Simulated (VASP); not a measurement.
# Ir (I4/mmm) in VASP: notebook

The runs below take Ir through single point, with PBE.

Everything below comes from runs of VASP 6.6.1. Logs are shortened: lines on timing, memory, paths and dates and some standing lists are left out, and cuts for length are marked.

## (1) The cell of the first run

Symmetry: I4/mmm, No. 139, tetragonal system. The conventional cell has a = 2.632 Å, b = 2.632 Å, c = 3.918 Å, α = 90.00°, β = 90.00°, γ = 90.00°. Within 3.5 Å of Ir (site symmetry 4/mmm) lie 12 Ir at 2.63 to 2.70 Å.

## (2) Single point, PBE (13.57 Å³/atom)

INCAR reads:

```
PREC     = Accurate       # precision mode
ENCUT    = 520            # plane-wave cutoff, eV
EDIFF    = 1E-6           # SCF threshold, eV
ISMEAR   = 0              # smearing method
SIGMA    = 0.15           # smearing width, eV
LREAL    = F              # projectors in reciprocal space
LASPH    = T              # aspherical terms in the spheres
NELM     = 80             # most SCF steps
ALGO     = Fast           # electronic algorithm
ISIF     = 2              # what is computed and relaxed
LWAVE    = F              # write WAVECAR
LCHARG   = F              # write CHGCAR
GGA      = PE             # functional
NBANDS   = 10             # bands
```

KPOINTS reads:

```
Automatic mesh
0
Gamma
  22 22 22
```

POSCAR reads:

```
Ir
1.0
    0.0000000000      1.8608126553      1.9590635636
    1.8608126553      0.0000000000      1.9590635636
    1.8608126553      1.8608126553      0.0000000000
Ir
1
Direct
    0.0000000000      0.0000000000      0.0000000000
```

Potentials or basis: VASP PAW PBE potentials, release 64 (Ir).

Run with:

```sh
$ cat potpaw_PBE.64/Ir/POTCAR > POTCAR
$ mpirun -np 1 vasp_std > vasp.out
```

OUTCAR:

```text
PREC = Accurate
   ENCUT = 520
   EDIFF = 1E-6
   ISMEAR = 0
   LREAL = F
   LASPH = T
   NELM = 80
   ISIF = 2
   GGA = PE

 ion  position               nearest neighbor table
   1  0.000  0.000  0.000-

  LATTYP: Found a body centered tetragonal cell.
 ALAT       =     2.6315864942
 C/A-ratio  =     1.4888840385

  Lattice vectors:

 A1 = (  -1.8608126553,   0.0000000000,   1.9590635636)
 A2 = (   1.8608126553,   0.0000000000,   1.9590635636)
 A3 = (   0.0000000000,   1.8608126553,  -1.9590635636)

Analysis of symmetry for initial positions (statically):
=====================================================================
 Subroutine PRICEL returns:
 Original cell was already a primitive cell.

 Routine SETGRP: Setting up the symmetry group for a
 body centered tetragonal supercell.

 Subroutine GETGRP returns: Found 16 space group operations
 (whereof 16 operations were pure point group operations)
 out of a pool of 16 trial point group operations.

The static configuration has the point symmetry D_4h.

Analysis of symmetry for dynamics (positions and initial velocities):
=====================================================================
 Subroutine PRICEL returns:
 Original cell was already a primitive cell.

 Routine SETGRP: Setting up the symmetry group for a
 body centered tetragonal supercell.

 Subroutine GETGRP returns: Found 16 space group operations
 (whereof 16 operations were pure point group operations)
 out of a pool of 16 trial point group operations.

The dynamic configuration has the point symmetry D_4h.

 Subroutine INISYM returns: Found 16 space group operations
 (whereof 16 operations are pure point group operations),
 and found     1 'primitive' translations

----------------------------------------------------------------------------------------

                                     Primitive cell

  volume of cell :      13.5670

  direct lattice vectors                    reciprocal lattice vectors
     0.000000000  1.860812655  1.959063564    -0.268699806  0.268699806  0.255223980
     1.860812655  0.000000000  1.959063564     0.268699806 -0.268699806  0.255223980
     1.860812655  1.860812655  0.000000000     0.268699806  0.268699806 -0.255223980

  length of vectors
     2.701953698  2.701953698  2.631586494     0.457753702  0.457753702  0.457753702

  position of ions in fractional coordinates (direct lattice)
     0.000000000  0.000000000  0.000000000

  ion indices of the primitive-cell ions
   primitive index   ion index
                 1           1

----------------------------------------------------------------------------------------

 KPOINTS: Automatic mesh

Automatic generation of k-mesh.
 Grid dimensions read from file:
 generate k-points for:   22   22   22

 Generating k-lattice:

  Cartesian coordinates                     Fractional coordinates (reciprocal lattice)
    -0.012213628  0.012213628  0.011601090     0.045454545  0.000000000  0.000000000
     0.012213628 -0.012213628  0.011601090     0.000000000  0.045454545  0.000000000
     0.012213628  0.012213628 -0.011601090     0.000000000  0.000000000  0.045454545

  Length of vectors
     0.020806986  0.020806986  0.020806986

  Shift w.r.t. Gamma in fractional coordinates (k-lattice)
     0.000000000  0.000000000  0.000000000

 Subroutine IBZKPT returns following result:
 ===========================================

 Found    834 irreducible k-points:

 Following reciprocal coordinates:
            Coordinates               Weight
  0.000000  0.000000  0.000000      1.000000
  0.045455 -0.000000  0.000000      8.000000
  0.090909 -0.000000  0.000000      8.000000
  0.136364  0.000000  0.000000      8.000000
  0.181818 -0.000000  0.000000      8.000000
  0.227273 -0.000000  0.000000      8.000000
[... 16 lines left out ...]
  0.500000  0.045455  0.000000      8.000000
 -0.454545  0.045455  0.000000      8.000000
 [... further k-points ...]
   k-points           NKPTS =    834   k-points in BZ     NKDIM =    834   number of bands    NBANDS=     10
   number of dos      NEDOS =    301   number of ions     NIONS =      1
   total plane-waves  NPLWV =   8000
   dimension x,y,z NGX =    20 NGY =   20 NGZ =   20
   dimension x,y,z NGXF=    40 NGYF=   40 NGZF=   40
   ions per type =               1
   NGX,Y,Z   is equivalent  to a cutoff of  12.31, 12.31, 12.63 a.u.
   NGXF,Y,Z  is equivalent  to a cutoff of  24.61, 24.61, 25.27 a.u.
 SYSTEM =  unknown system
   PREC   = accura    normal or accurate (medium, high low for compatibility)
   ISTART =      0    job   : 0-new  1-cont  2-samecut
   ICHARG =      2    charge: 1-file 2-atom 10-const
   ISPIN  =      1    spin polarized calculation?
   LNONCOLLINEAR =      F non collinear calculations
   LSORBIT =      F    spin-orbit coupling
   LASPH  =      T    aspherical Exc in radial PAW
   ENCUT  =  520.0 eV  38.22 Ry    6.18 a.u.   5.02  5.02  4.89*2*pi/ulx,y,z
   NELM   =     80;   NELMIN=  2; NELMDL= -5     # of ELM steps
   EDIFF  = 0.1E-05   stopping-criterion for ELM
   LREAL  =      F    real-space projection
   EDIFFG = 0.1E-04   stopping-criterion for IOM
   NSW    =      0    number of steps for IOM
   IBRION =     -1    ionic relax: 0-MD 1-quasi-New 2-CG
   NFREE  =      0    steps in history (QN), initial steepest desc. (CG)
   ISIF   =      2    stress and relaxation
   ISYM   =      2    0-nonsym 1-usesym 2-fastsym
   POTIM  = 0.5000    time-step for ionic-motion
   TEBEG  =    0.0;   TEEND  =   0.0 temperature during run
   PSTRESS=    0.0 pullay stress
   NELECT =       9.0000    total number of electrons
   NUPDOWN=      -1.0000    fix difference up-down
   EMIN   =  10.00;   EMAX   =-10.00  energy-range for DOS
   EFERMI =   0.00;   METHOD = LEGACY
   ISMEAR =     0;   SIGMA  =   0.15  broadening in eV -4-tet -1-fermi 0-gaus
   EFERMI_NEDOS =   21; number of points for ismear=-14 and -15
   IALGO  =     68    algorithm
   IMIX   =      4    mixing-type and parameters
     AMIX     =   0.40;   BMIX     =  1.00
     AMIX_MAG =   1.60;   BMIX_MAG =  1.00
  volume/ion in A,a.u.               =      13.57        91.55
  Fermi-wavevector in a.u.,A,eV,Ry     =   1.427779  2.698112 27.736205  2.038554
  Thomas-Fermi vector in A             =   2.547912
   LORBIT       =      0    0 simple, 1 ext, 2 COOP (PROOUT), +10 PAW based schemes
   GGA     = PE    functional components
   LHFCALC =     F    Hartree Fock is set to
   AEXX    =    0.0000 exact exchange contribution
   IVDW    =     0    specifies the selected vdW correction
   LEPSILON=     F    determine dielectric tensor
   LRPA    =     F    only Hartree local field effects (RPA)
 non-spin polarized calculation
 RMM-DIIS sequential band-by-band and
 Gauss-broadening in eV      SIGMA  =   0.15
  energy-cutoff  :      520.00
  volume of cell :       13.57
 maximum number of plane-waves:       377
   NGX =  9   NGY =  9   NGZ =  9

 number of electron       9.0000001 magnetization

 Free energy of the ion-electron system (eV)
  ---------------------------------------------------
  ext. energy  EPLUGINS =         0.00000000
  ---------------------------------------------------
  free energy    TOTEN  =        -8.74116911 eV

  energy without entropy =       -8.72993499  energy(sigma->0) =       -8.73555205

 E-fermi :  11.1211     XC(G=0): -14.2376

 val. band max:       11.1196703283   @ k =   0.2727   0.1818   0.0000
 cond. band min:      11.1226529108   @ k =   0.3636   0.1818   0.0000
 fundamental gap:      0.0029825825
 Fermi energy:        11.1211222641

 k-point     1 :       0.0000    0.0000    0.0000
  band No.  band energies     occupation
      1      -0.4264      2.00000
      2       6.5403      2.00000
      3       7.2755      2.00000
      4       7.2755      2.00000
      5       9.3739      2.00000
      6      10.3589      2.00000
      7      25.4299      0.00000
      8      30.1123      0.00000
      9      31.8127      0.00000
     10      31.8127      0.00000

 k-point     2 :       0.0455   -0.0000    0.0000
  band No.  band energies     occupation
      1      -0.3297      2.00000
      2       6.5578      2.00000
      3       7.2457      2.00000
      4       7.3184      2.00000
      5       9.3543      2.00000
      6      10.3205      2.00000
      7      25.6013      0.00000
      8      30.0618      0.00000
      9      31.4639      0.00000
     10      31.9789      0.00000

 k-point     3 :       0.0909   -0.0000    0.0000
  band No.  band energies     occupation
      1      -0.0462      2.00000
      2       6.5760      2.00000
      3       7.1931      2.00000
      4       7.4386      2.00000
      5       9.3138      2.00000
      6      10.2197      2.00000
      7      26.0867      0.00000
      8      29.4369      0.00000
      9      31.3902      0.00000
     10      32.4663      0.00000

 k-point     4 :       0.1364    0.0000    0.0000
  band No.  band energies     occupation
      1       0.4013      2.00000
      2       6.5229      2.00000
      3       7.1913      2.00000
      4       7.6075      2.00000
      5       9.3076      2.00000
      6      10.0993      2.00000
      7      26.7785      0.00000
      8      28.3119      0.00000
      9      31.9991      0.00000
     10      33.2424      0.00000
[... 222 lines left out ...]
 k-point    22 :       0.4545    0.0455    0.0000
  band No.  band energies     occupation
      1       2.6899      2.00000
      2       6.4917      2.00000
      3       7.4114      2.00000
      4       9.3875      2.00000
      5      11.8888      0.00000
      6      12.2505      0.00000
      7      19.6533      0.00000
      8      25.2489      0.00000
      9      31.5693      0.00000
     10      31.8528      0.00000

 k-point    23 :       0.5000    0.0455    0.0000
  band No.  band energies     occupation
      1       2.6803      2.00000
      2       6.4620      2.00000
      3       7.3462      2.00000
      4       9.8849      2.00000
      5      11.9507      0.00000
      6      12.6695      0.00000
      7      18.9046      0.00000
      8      25.0322      0.00000
      9      30.9125      0.00000
     10      31.6877      0.00000

 k-point    24 :      -0.4545    0.0455    0.0000
  band No.  band energies     occupation
      1       2.6839      2.00000
      2       6.4914      2.00000
      3       7.3406      2.00000
      4       9.7702      2.00000
      5      11.8182      0.00000
      6      12.7626      0.00000
      7      19.0289      0.00000
      8      25.0770      0.00000
      9      30.7468      0.00000
     10      31.9773      0.00000

 [... further k-points ...]
[... 5 lines left out ...]
  --------------------------------------------------------------------------------------
  -------------------------------------------------------------------------------------
  Total        3.0667075      3.0667075      1.1765600      0.0000000      0.0000000      0.0000000
  in kB      362.1588620    362.1588620    138.9443315      0.0000000      0.0000000      0.0000000
  external PRESSURE =     287.7540185 kB  Pullay stress =       0.0000000 kB

 VOLUME and BASIS-vectors are now :
 -----------------------------------------------------------------------------
  energy-cutoff  :      520.00
  volume of cell :       13.57
      direct lattice vectors                 reciprocal lattice vectors
     0.000000000  1.860812655  1.959063564    -0.268699806  0.268699806  0.255223980
     1.860812655  0.000000000  1.959063564     0.268699806 -0.268699806  0.255223980
     1.860812655  1.860812655  0.000000000     0.268699806  0.268699806 -0.255223980

 POSITION                                       TOTAL-FORCE (eV/Angst)
 -----------------------------------------------------------------------------------
      0.00000      0.00000      0.00000         0.000000     -0.000000      0.000000
 -----------------------------------------------------------------------------------
    total drift:                               -0.000000      0.000000      0.000000

  FREE ENERGIE OF THE ION-ELECTRON SYSTEM (eV)
  ---------------------------------------------------
  free  energy   TOTEN  =        -8.7411691080 eV

  energy  without entropy=       -8.7299349872  energy(sigma->0) =       -8.73555205
```

Wall time 45 s (1 thread of Intel Xeon 6975P-C (Granite Rapids), shared host); peak memory 0.23 GiB.

What came out:

```
Free energy            : -8.7412 eV
Pressure               : 28.8 GPa
Band gap on the k mesh : zero (an odd number of electrons rules out a gap without spin polarisation)
```

Stress tensor (GPa, compression positive):
```
36.22  0.00  0.00
 0.00 36.22  0.00
 0.00  0.00 13.89
```

Caveat: the cell stands under pressure; spin-orbit coupling is left out, which moves the levels of the heavy elements.

## (3) Single point, PBE (14.26 Å³/atom)

This run uses another cell than the first one, of 14.26 Å³/atom.

INCAR reads:

```
PREC     = Accurate       # precision mode
ENCUT    = 520            # plane-wave cutoff, eV
EDIFF    = 1E-6           # SCF threshold, eV
ISMEAR   = 0              # smearing method
SIGMA    = 0.15           # smearing width, eV
LREAL    = False          # projectors in reciprocal space
LASPH    = True           # aspherical terms in the spheres
NELM     = 60             # most SCF steps
ALGO     = Fast           # electronic algorithm
ISIF     = 2              # what is computed and relaxed
LWAVE    = False          # write WAVECAR
LCHARG   = False          # write CHGCAR
GGA      = PE             # functional
NBANDS   = 10             # bands
```

KPOINTS is that of step 2.

POSCAR reads:

```
Ir
1.0
    0.0000000000      1.8920597778      1.9919605340
    1.8920597778      0.0000000000      1.9919605340
    1.8920597778      1.8920597778      0.0000000000
Ir
1
Direct
    0.0000000000      0.0000000000      0.0000000000
```

Potentials or basis: VASP PAW PBE potentials, release 64 (Ir).

Run with:

```sh
$ cat potpaw_PBE.64/Ir/POTCAR > POTCAR
$ mpirun -np 1 vasp_std > vasp.out
```

It took 1.7 min on 1 thread of Intel Xeon Platinum 8259CL at 2.50GHz (Skylake/Cascade Lake), shared host; peak memory 0.24 GiB.

Results (log left out):

| Quantity | Value |
| --- | --- |
| Free energy | -8.8180 eV |
| Pressure | 7.1 GPa |
| Band gap on the k mesh | zero (an odd number of electrons rules out a gap without spin polarisation) |

Stress tensor (GPa, compression positive):
```
13.55  0.00  0.00
 0.00 13.55  0.00
 0.00  0.00 -5.73
```

Levels at points of the mesh, in eV from the Fermi level:
```
           k point  band 2  band 3  band 4  band 5  band 6  band 7
(0.00, 0.00, 0.00)   -4.25   -3.56   -3.56   -1.62   -0.71   14.42
(0.50, 0.00, 0.00)   -4.25   -3.55   -0.70    0.74    1.08    7.24
(0.50, 0.50, 0.00)   -7.19    0.95    1.04    1.44    1.44    9.51
(0.50, 0.00, 0.50)   -7.21    0.81    1.15    1.85    2.10   10.93
```

Caveat: the cell stands under pressure; spin-orbit coupling is left out, which moves the levels of the heavy elements.
